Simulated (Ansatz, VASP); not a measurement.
One calculation of BeS, two programs

```
CELL_PARAMETERS angstrom
0.00000 2.39805 2.39805
2.39805 0.00000 2.39805
2.39805 2.39805 0.00000
ATOMIC_POSITIONS crystal
Be 0.00000 0.00000 0.00000
S 0.25000 0.25000 0.25000
```

Alike in both runs: functional LDA; k mesh 8 × 8 × 8; occupations gaussian, width 0.02 eV; no spin polarisation.

Ansatz relaxed the structure, and its values are those at the end. VASP's run is a single point on that final structure, the one shown.

|  | VASP | Ansatz |
| --- | --- | --- |
| version | VASP 6.6.1 | Ansatz 0.2.0 |
| potentials or method | VASP PAW LDA potentials, release 64 (Be, S), cutoff 600 eV | scalar-relativistic, plane waves, PAW |
| valence electrons in the cell | 8 | 8 |

```tsv
	VASP	Ansatz	Ansatz less VASP
gap on the k mesh at the Fermi level (eV)	2.83	2.83	-0.006
least direct gap on the mesh (eV)	5.53	5.50	-0.025
pressure (GPa)	0.1	0.0	-0.09
```

Ansatz warns that its potentials were made for another functional, while VASP's fit it. LDA's correlation is that of Perdew and Zunger in VASP and of Perdew and Wang (1992) in Ansatz.
